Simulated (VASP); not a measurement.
Wanted: the native input for a VASP 6.6.1 run.

```
Task                               : single point
Functional                         : HSE06
Potentials or basis                : VASP PAW PBE potentials, release 64 (Li_sv, H)
Cutoff                             : 520 eV
k mesh                             : 8 × 8 × 8
Occupations                        : gaussian, width 0.01 eV
Spin                               : no spin polarisation
Dipole correction                  : no
Grid for exact exchange (PRECFOCK) : Normal
Further INCAR settings             : ALGO = Normal; EDIFF = 1e-07; NBANDS = 9
Share of exact exchange            : 0.25
Screening parameter                : 0.2079 1/Å
```

Crystal: LiH.

```xyz
2
Lattice="0.0000 2.0030 2.0130 2.0030 0.0000 2.0130 2.0030 2.0030 0.0000" Properties=species:S:1:pos:R:3 pbc="T T T"
Li    0.0000    0.0000    0.0000
H     2.0030    2.0030    2.0130
```

This cell differs from its parent crystal: uniaxial z strain +0.5%.

These files were run (other wordings do the same):

POSCAR

```
LiH
1.0
    0.0000000000      2.0029948411      2.0130098153
    2.0029948411      0.0000000000      2.0130098153
    2.0029948411      2.0029948411      0.0000000000
Li H
1 1
Direct
    0.0000000000      0.0000000000      0.0000000000
    0.5000000000      0.5000000000      0.5000000000
```

INCAR.step1

```
PREC = Accurate
ENCUT = 520
EDIFF = 1E-5
ISMEAR = 0
SIGMA = 0.01
LREAL = F
LASPH = T
NELM = 100
ALGO = Normal
ISIF = 2
LWAVE = T
NBANDS = 9
GGA = PE
```

INCAR.step2

```
PREC = Accurate
ENCUT = 520
EDIFF = 1E-7
ISMEAR = 0
SIGMA = 0.01
LREAL = F
LASPH = T
NELM = 100
ALGO = Normal
ISIF = 2
LWAVE = F
LCHARG = T
GGA = PE
LHFCALC = T
HFSCREEN = 0.2079
PRECFOCK = Normal
LELF = T
LVHAR = T
NBANDS = 9
ISTART = 1
```

KPOINTS

```
Automatic mesh
0
Gamma
  8 8 8
```

Potentials or basis: VASP PAW PBE potentials, release 64 (Li_sv, H).

Run with:

```sh
$ cat potpaw_PBE.64/Li_sv/POTCAR potpaw_PBE.64/H/POTCAR > POTCAR
$ cp INCAR.step1 INCAR
$ mpirun -np 1 vasp_std > vasp.out
$ cp INCAR.step2 INCAR
$ mpirun -np 1 vasp_std > vasp.out
```

Results of the run:

| Item | Value |
| --- | --- |
| Band gap on the k mesh | 3.91 eV (least direct gap 3.95 eV) |

Caveat: the cell differs from its parent crystal (uniaxial z strain +0.5%).

It took 15 min on 1 thread of Intel Xeon 8259CL, on a shared host, peak memory 0.25 GiB.
